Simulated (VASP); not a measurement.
Set up this calculation in VASP 6.6.1, as the native input.

| Item | Value |
| --- | --- |
| Task | single point |
| Functional | PBEsol |
| Potentials or basis | VASP PAW PBE potentials, release 64 (In_d) |
| Cutoff | 520 eV |
| k mesh | 26 × 26 × 26 |
| Occupations | gaussian, width 0.1 eV |
| Spin | no spin polarisation |
| Dipole correction | no |
| Further INCAR settings | ALGO = Fast; EDIFF = 1e-07; NBANDS = 12 |

The structure of In lies in POSCAR:

```
In
1.0
   -1.6542731642      1.6542731642      2.3378786880
    1.6542731642     -1.6542731642      2.3378786880
    1.6542731642      1.6542731642     -2.3378786880
In
1
Direct
    0.0000000000      0.0000000000      0.0000000000
```

The input as run:

INCAR

```
SYSTEM = In
  PREC = Accurate
  ENCUT = 520
  EDIFF = 1E-7
  ISMEAR = 0
  SIGMA = 0.1
  LREAL = .FALSE.
  LASPH = .TRUE.
  NELM = 100
  ALGO = Fast
  ISIF = 2
  LWAVE = .FALSE.
  LCHARG = .TRUE.
  GGA = PS
  LELF = .TRUE.
  LVHAR = .TRUE.
  NBANDS = 12
```

KPOINTS

```
Automatic mesh
0
G
  26 26 26
  0 0 0
```

Potentials or basis: VASP PAW PBE potentials, release 64 (In_d).

The run is started by

```console
$ cat potpaw_PBE.64/In_d/POTCAR > POTCAR
$ mpirun -np 1 vasp_std > vasp.out
```

It gave:

The pressure is 0.0 GPa. The band gap on the k mesh is zero (an odd number of electrons rules out a gap without spin polarisation).

Caveat: the PAW data sets were made with another functional, which shifts forces and pressure a little; spin-orbit coupling is left out, which moves the levels of the heavy elements.

Wall time 6.5 min on 1 thread of Intel(R) Xeon(R) Platinum 8375C CPU @ 2.90GHz (Ice Lake) (shared host), peak memory 0.48 GiB.
